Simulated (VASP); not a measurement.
# C (Fd-3m) in VASP: notebook, part 3 of 3

VASP 6.6.1.

### 5 G0W0 quasiparticle levels, PBE

Input file POSCAR:

```
C
1.0
    0.0000000000      1.7835000000      1.7835000000
    1.7835000000      0.0000000000      1.7835000000
    1.7835000000      1.7835000000      0.0000000000
C
2
Direct
    0.0000000000      0.0000000000      0.0000000000
    0.2500000000      0.2500000000      0.2500000000
```

Input file INCAR.step1:

```
PREC = Accurate
ENCUT = 500
EDIFF = 1E-8
ISMEAR = 0
SIGMA = 0.01
LREAL = F
LASPH = T
NELM = 80
ALGO = Normal
LWAVE = T
LCHARG = F
GGA = PE
```

Input file INCAR.step2:

```
PREC = Accurate
ENCUT = 500
EDIFF = 1E-8
ISMEAR = 0
SIGMA = 0.01
LREAL = F
LASPH = T
NELM = 1
ALGO = Exact
LWAVE = T
LCHARG = F
GGA = PE
NBANDS = 34
LOPTICS = T
ISTART = 1
```

Input file INCAR.step3:

```
PREC = Accurate
ENCUT = 500
EDIFF = 1E-8
ISMEAR = 0
SIGMA = 0.01
LREAL = F
LASPH = T
ALGO = EVGW0
LWAVE = F
LCHARG = F
GGA = PE
NELMGW = 1
NBANDS = 34
ENCUTGW = 160.0
NOMEGA = 48
PRECFOCK = Fast
ISTART = 1
NBANDSGW = 12
```

Input file KPOINTS:

```
regular mesh
0
Gamma
  3 3 3
```

Potentials or basis: VASP PAW PBE potentials, release 64 (C_GW).

Command:

```sh
$ cat potpaw_PBE.64/C_GW/POTCAR > POTCAR
$ cp INCAR.step1 INCAR
$ mpirun -np 1 vasp_std > vasp.out
$ cp INCAR.step2 INCAR
$ mpirun -np 1 vasp_std > vasp.out
$ cp INCAR.step3 INCAR
$ mpirun -np 1 vasp_std > vasp.out
```

OUTCAR:

```text
PREC = Accurate
   ENCUT = 500
   EDIFF = 1E-8
   ISMEAR = 0
   LREAL = F
   LASPH = T
   GGA = PE
   NELMGW = 1
   ENCUTGW = 160.0
   PRECFOCK = Fast
   ISTART = 1

 ion  position               nearest neighbor table
   1  0.000  0.000  0.000-   2 1.54   2 1.54   2 1.54   2 1.54
   2  0.250  0.250  0.250-   1 1.54   1 1.54   1 1.54   1 1.54

  LATTYP: Found a face centered cubic cell.
 ALAT       =     3.5670000000

  Lattice vectors:

 A1 = (   0.0000000000,   1.7835000000,   1.7835000000)
 A2 = (   1.7835000000,   0.0000000000,   1.7835000000)
 A3 = (   1.7835000000,   1.7835000000,   0.0000000000)

Analysis of symmetry for initial positions (statically):
=====================================================================
 Subroutine PRICEL returns:
 Original cell was already a primitive cell.

 Routine SETGRP: Setting up the symmetry group for a
 face centered cubic supercell.

 Subroutine GETGRP returns: Found 48 space group operations
 (whereof 24 operations were pure point group operations)
 out of a pool of 48 trial point group operations.

The static configuration has the point symmetry T_d .
 The point group associated with its full space group is O_h .

Analysis of symmetry for dynamics (positions and initial velocities):
=====================================================================
 Subroutine PRICEL returns:
 Original cell was already a primitive cell.

 Routine SETGRP: Setting up the symmetry group for a
 face centered cubic supercell.

[... 100 lines left out ...]
   EFERMI_NEDOS =   21; number of points for ismear=-14 and -15
   IALGO  =     38    algorithm
   IMIX   =      4    mixing-type and parameters
     AMIX     =   0.40;   BMIX     =  1.00
     AMIX_MAG =   1.60;   BMIX_MAG =  1.00
  volume/ion in A,a.u.               =       5.67        38.28
  Fermi-wavevector in a.u.,A,eV,Ry     =   1.457097  2.753514 28.886949  2.123131
  Thomas-Fermi vector in A             =   2.573938
   LORBIT       =      0    0 simple, 1 ext, 2 COOP (PROOUT), +10 PAW based schemes
   GGA     = PE    functional components
   LHFCALC =     T    Hartree Fock is set to
   PRECFOCK=fast      Normal, Fast or Accurate (Low or Medium for compatibility)
   ENCUT4O =  -1.0   cutoff for four orbital integrals eV
   NKREDX  =     1    reduce k-point grid by
   NKREDY  =     1    reduce k-point grid by
   NKREDZ  =     1    reduce k-point grid by
   AEXX    =    1.0000 exact exchange contribution
   HFSCREEN=    0.0000 screening length (either q_TF or 0.3 A-1)
   HFSCREENC=   0.0000 screening length for correlation (either q_TF or 0.3 A-1)
   ENCUTFOCK=  -1.0 apply spherical cutoff to Coloumb kernel
   IVDW    =     0    specifies the selected vdW correction
   LEPSILON=     F    determine dielectric tensor
   LRPA    =     F    only Hartree local field effects (RPA)
   LRPAFORCE           =     F    calculate RPA forces
   ENCUTGW             = 160.0    cutoff for response function in eV
   ENCUTGWSOFT         = 128.0    soft cutoff for Coulomb kernel in GW response function in eV
   ENCUTLF             =  -1.0    cutoff for local field effects
   NELMGW              =     1    number of iterations in solving QP/BSE equation
   NELMHF              =     1    number of iterations in the inner HF iteration
   NKREDLFX            =     1    NKREDLFY  =   1   NKREDLFZ  =   1
 non-spin polarized calculation
 Gauss-broadening in eV      SIGMA  =   0.01
  energy-cutoff  :      500.00
  volume of cell :       11.35
 maximum number of plane-waves:       302
 NGX is ok and might be reduce to    18
  NGX = 12; NGY = 12; NGZ = 12
   NGX =  9   NGY =  9   NGZ =  9
 maximum number of plane-waves:        59

 QP shifts <psi_nk| G(iteration)W_0 |psi_nk>: iteration 1
 for sc-GW calculations column KS-energies equals QP-energies in previous step
 and V_xc(KS)=  KS-energies - (<T + V_ion + V_H > + <T+V_H+V_ion>^1  + <V_x>^1)

 k-point   1 :       0.0000    0.0000    0.0000
  band No.  KS-energies  QP-energies   sigma(KS)   V_xc(KS)     V^pw_x(r,r')   Z            occupation Imag(sigma)

      1     -11.6483     -13.1260     -16.7381     -14.7540     -25.3441       0.7448       2.0000       1.4458
      2       9.8644       9.4897     -17.2708     -16.8144     -19.9909       0.8208       2.0000       0.0898
      3       9.8644       9.4897     -17.2708     -16.8144     -19.9909       0.8208       2.0000       0.0898
      4       9.8644       9.4897     -17.2708     -16.8144     -19.9909       0.8208       2.0000       0.0898
      5      15.4292      16.6662     -13.9834     -15.5082      -8.7992       0.8113       0.0000      -0.1279
      6      15.4292      16.6662     -13.9834     -15.5082      -8.7992       0.8113       0.0000      -0.1279
      7      15.4292      16.6662     -13.9834     -15.5082      -8.7992       0.8113       0.0000      -0.1279
      8      23.1813      24.3193     -14.8885     -16.3655      -7.5059       0.7705       0.0000      -0.3304
      9      29.1158      29.4834     -11.3236     -11.7752      -4.2085       0.8140       0.0000      -0.4486
     10      36.3240      37.5224     -12.4114     -13.8632      -5.7987       0.8255       0.0000      -0.5569
     11      36.3240      37.5224     -12.4114     -13.8632      -5.7987       0.8255       0.0000      -0.5569
     12      37.3162      37.9959     -10.6178     -11.4346      -3.1748       0.8321       0.0000      -1.0286
[... 36 lines left out ...]
      1      -4.2171      -5.4874     -17.2854     -15.6595     -23.8871       0.7813       2.0000       0.6572
      2      -1.0984      -2.2013     -17.0794     -15.6663     -22.6150       0.7805       2.0000       0.3818
      3       0.4529      -0.4896     -15.9190     -14.7296     -20.4126       0.7924       2.0000       0.2422
      4       5.1609       4.4814     -16.8568     -16.0145     -20.5466       0.8066       2.0000       0.1418
      5      16.1694      16.9652     -12.8591     -13.8319      -7.4411       0.8180       0.0000      -0.1387
      6      22.7764      24.3697     -14.2320     -16.2618      -7.3041       0.7850       0.0000      -0.2837
      7      23.3884      24.7983     -14.0027     -15.8018      -6.9709       0.7837       0.0000      -0.2963
      8      24.8543      26.3250     -14.3686     -16.2674      -6.8378       0.7745       0.0000      -0.3769
      9      26.7764      27.7361     -12.5873     -13.7651      -6.2293       0.8148       0.0000      -0.2928
     10      33.5106      34.4763     -11.7573     -12.9218      -5.2100       0.8292       0.0000      -0.5171
     11      34.6910      36.0861     -13.3582     -15.1723      -4.6948       0.7690       0.0000      -0.8191
     12      43.6105      44.3474     -11.1128     -12.0201      -3.2048       0.8123       0.0000      -1.2040
```

OUTCAR.step1:

```text
PREC = Accurate
   ENCUT = 500
   EDIFF = 1E-8
   ISMEAR = 0
   LREAL = F
   LASPH = T
[... 243 lines left out ...]
 -----------------------------------------------------------------------------------
      0.00000      0.00000      0.00000         0.000000      0.000000      0.000000
      0.89175      0.89175      0.89175        -0.000000     -0.000000     -0.000000
 -----------------------------------------------------------------------------------
    total drift:                               -0.000000     -0.000000     -0.000000

  FREE ENERGIE OF THE ION-ELECTRON SYSTEM (eV)
  ---------------------------------------------------
  free  energy   TOTEN  =       -17.6216371376 eV

  energy  without entropy=      -17.6216371376  energy(sigma->0) =      -17.62163714
```

OUTCAR.step2:

```text
PREC = Accurate
   ENCUT = 500
   EDIFF = 1E-8
   ISMEAR = 0
   LREAL = F
[... 611 lines left out ...]
     0.00000     9.66319     9.66319     9.66319    -0.00000    -0.00000     0.00000
     1.51517     9.97086     9.97086     9.97086    -0.00000    -0.00000     0.00000
     3.03035    11.16719    11.16719    11.16719    -0.00000    -0.00000     0.00000
     4.54552    15.51106    15.51106    15.51106    -0.00000    -0.00000     0.00000
     6.06070    -3.44217    -3.44217    -3.44217    -0.00000    -0.00000     0.00000
     7.57587    10.87329    10.87329    10.87329    -0.00000    -0.00000     0.00000
[... 92 lines left out ...]
   148.48703     0.94694     0.94694     0.94694     0.00000     0.00000    -0.00000
   150.00221     0.94805     0.94805     0.94805     0.00000     0.00000    -0.00000
```

Run time: 8.5 s. Hardware: 1 thread of Intel Xeon 8259CL, shared host; peak memory 0.12 GiB.

Results:

```yaml
Band_gap_on_the_k_mesh_mean-field_level: 4.11 eV, indirect (least direct gap 5.56 eV)
Quasiparticle_gap: 5.26 eV
Least_direct_quasiparticle_gap: 7.18 eV
```

Caveat: the k points lie up to 1.02 Å⁻¹ apart; bands, screening cutoff and mesh are small and nothing is extrapolated, so the quasiparticle values aren't converged. A k mesh can miss the band edges.
